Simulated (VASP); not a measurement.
Input of a VASP 6.6.1 run:

Contents of INCAR:

```
SYSTEM = Si7Ge
PREC = Accurate
ENCUT = 520
EDIFF = 1E-7
ISMEAR = 0
SIGMA = 0.01
LREAL = .FALSE.
LASPH = .TRUE.
NELM = 60
ALGO = Normal
ISIF = 2
LWAVE = .FALSE.
LCHARG = .FALSE.
GGA = CA
NBANDS = 31
```

File KPOINTS:

```
regular mesh
0
G
  8 8 8
  0 0 0
```

Contents of POSCAR:

```
Si7Ge
1.0
    5.4249226322      0.0000000000      0.0000000000
    0.0000000000      5.4249226322      0.0000000000
    0.0000000000      0.0000000000      5.4249226322
Si Ge
7 1
Direct
    0.2524110154      0.2524110154      0.2524110154
    0.0000000000      0.5000000000      0.5000000000
    0.5000000000      0.5000000000      0.0000000000
    0.5000000000      0.0000000000      0.5000000000
    0.7475889846      0.2524110154      0.7475889846
    0.7475889846      0.7475889846      0.2524110154
    0.2524110154      0.7475889846      0.7475889846
    0.0000000000      0.0000000000      0.0000000000
```

Potentials or basis: VASP PAW LDA potentials, release 64 (Si, Ge_d).

Launch:

```bash
$ cat potpaw_LDA.64/Si/POTCAR potpaw_LDA.64/Ge_d/POTCAR > POTCAR
$ mpirun -np 1 vasp_std > vasp.out
```

Task: What does it give for the largest force?

Result: 0.005 eV/Å.

Task: Estimate the pressure.

Result: 0.1 GPa.

Task: Estimate the band gap on the k mesh.

Result: 0.26 eV.

Forces in eV/Å, atoms in the order of the input:
```
Si   0.003  0.003  0.003
Si   0.000  0.000  0.000
Si   0.000  0.000  0.000
Si   0.000  0.000  0.000
Si  -0.003  0.003 -0.003
Si  -0.003 -0.003  0.003
Si   0.003 -0.003 -0.003
Ge   0.000  0.000  0.000
```

A k mesh can miss the band edges.
